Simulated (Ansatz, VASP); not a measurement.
CsLiCr2Te2S3: VASP beside Ansatz

```
Cs Li Cr Te S
1.0
     3.90875   -6.76518    0.00000
     3.90875    6.76518    0.00000
     0.00000    0.00000    5.47090
Cs Li Cr Te S
1 1 2 2 3
Direct
  0.50000 0.50000 0.00000
  0.00000 0.00000 0.50000
  0.00000 0.50000 0.50000
  0.50000 0.00000 0.50000
  0.00000 0.50000 0.00000
  0.50000 0.00000 0.00000
  0.83438 0.16562 0.50000
  0.16562 0.83438 0.50000
  0.50000 0.50000 0.50000
```

Alike in both runs: functional PBE; k mesh 2 × 2 × 2; occupations gaussian, width 0.15 eV; collinear spin.

Ansatz relaxed the structure, and its values are those at the end. VASP's run is a single point on that final structure, the one shown.

|  | VASP | Ansatz |
| --- | --- | --- |
| version | VASP 6.6.1 | Ansatz 0.2.0 |
| potentials or method | VASP PAW PBE potentials, release 64 (Cs_sv, Li_sv, Cr_pv, Te, S), cutoff 520 eV | scalar-relativistic, plane waves, PAW |
| valence electrons in the cell | 66 | 90 |

|  | VASP | Ansatz | Ansatz less VASP |
| --- | --- | --- | --- |
| gap on the k mesh at the Fermi level (eV) | none | none | - |
| rms of the force components (eV/Å) | 0.021 | 0.019 | -0.0026 |
| net moment per atom (μB) | 0.62 | 0.62 | 0.000 |
| size of the moment on the site where the two differ most (μB) | 3.31 | 2.95 | -0.355 |

Site moments also hang on the region over which each program counts them. A gap of «none» marks a metal or a gap that the smearing closes. VASP's potentials hold 66 valence electrons a cell and Ansatz's 90, so a difference there can come from the potentials and not from the codes.

The k mesh is coarse, so the values compare programs but aren't converged. Spin-orbit coupling is off throughout. Noted on VASP's run: the cutoff is short for stress, so the pressure is rough.
